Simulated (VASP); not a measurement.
Wanted: the native input for a VASP 6.6.1 run.

- Task: single point
- Functional: PBE
- Potentials or basis: VASP PAW PBE potentials, release 64 (Be, Mo_sv, C)
- Cutoff: 520 eV
- k mesh: 10 × 10 × 10
- Occupations: gaussian, width 0.1 eV
- Spin: no spin polarisation
- Dipole correction: no
- Further INCAR settings: ALGO = Normal; EDIFF = 1e-06; NBANDS = 25

The structure of BeMoC4 lies in POSCAR:

```
BeMoC4
1.0
    3.6082316330      0.0000000000      0.0000000000
    0.0000000000      3.6082316330      0.0000000000
    0.0000000000      0.0000000000      4.1052316534
Be Mo C
1 1 4
Direct
    0.5000000000      0.5000000000      0.5000000000
    0.0000000000      0.0000000000      0.0000000000
    0.5000000000      0.0000000000      0.6635337428
    0.0000000000      0.5000000000      0.3364662572
    0.5000000000      0.0000000000      0.3364662572
    0.0000000000      0.5000000000      0.6635337428
```

These files were run (other wordings do the same):

INCAR

```
ALGO     = Normal         # electronic algorithm
EDIFF    = 1E-6           # SCF threshold, eV
ENCUT    = 520            # plane-wave cutoff, eV
GGA      = PE             # functional
ISIF     = 2              # what is computed and relaxed
ISMEAR   = 0              # smearing method
LASPH    = T              # aspherical terms in the spheres
LCHARG   = F              # write CHGCAR
LREAL    = F              # projectors in reciprocal space
LWAVE    = F              # write WAVECAR
NBANDS   = 25             # bands
NELM     = 80             # most SCF steps
PREC     = Accurate       # precision mode
SIGMA    = 0.1            # smearing width, eV
```

KPOINTS

```
k-points
0
Gamma
  10 10 10
```

Potentials or basis: VASP PAW PBE potentials, release 64 (Be, Mo_sv, C).

The run is started by

```sh
$ cat potpaw_PBE.64/Be/POTCAR potpaw_PBE.64/Mo_sv/POTCAR potpaw_PBE.64/C/POTCAR > POTCAR
$ mpirun -np 1 vasp_std > vasp.out
```

Results of the run:

```json
{
 "Pressure": "0.4 GPa",
 "Largest force": "0.082 eV/Å",
 "Band gap on the k mesh": "zero (band 16 reaches 8.38 eV, above the bottom of band 17 at 7.25 eV)"
}
```

Run time: 58 s on 1 thread of Intel(R) Xeon(R) 6975P-C (Granite Rapids), on a shared host, peak memory 0.28 GiB.
